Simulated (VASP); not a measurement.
## Pd: single point with LDA

Crystal: Pd.

```
Pd
1.0
     0.00000    1.91651    1.91651
     1.91651    0.00000    1.91651
     1.91651    1.91651    0.00000
Pd
1
Cartesian
  0.0000 0.0000 0.0000
```

- Program: VASP 6.6.1
- Task: single point
- Functional: LDA
- Potentials or basis: VASP PAW LDA potentials, release 64 (Pd)
- Cutoff: 500 eV
- k mesh: 8 × 8 × 8
- Occupations: fermi-dirac, width 0.1 eV
- Spin: no spin polarisation
- Dipole correction: no
- Further INCAR settings: ALGO = Normal; EDIFF = 1e-06; NBANDS = 11

The pressure is 2.6 GPa and the band gap on the k mesh is zero (band 5 reaches 10.77 eV, above the bottom of band 6 at 9.04 eV).

Levels at points of the mesh, in eV from the Fermi level:
```csv
k point,band 1,band 2,band 3,band 4,band 5,band 6,band 7,band 8,band 9,band 10
"(0.00, 0.00, 0.00)",-7.71,-3.17,-3.17,-3.17,-1.40,-1.40,17.04,22.02,22.02,22.02
"(0.50, 0.00, 0.00)",-5.82,-3.22,-3.22,-0.09,-0.09,0.74,7.55,16.42,21.27,21.27
"(0.50, 0.50, 0.00)",-5.93,-5.62,-0.11,0.26,0.26,3.15,11.13,13.22,13.22,22.11
```

Run time: 5 s on 1 thread of Intel(R) Xeon(R) Platinum 8259CL CPU @ 2.50GHz (Skylake/Cascade Lake), with other jobs on the host, peak memory 0.12 GiB.
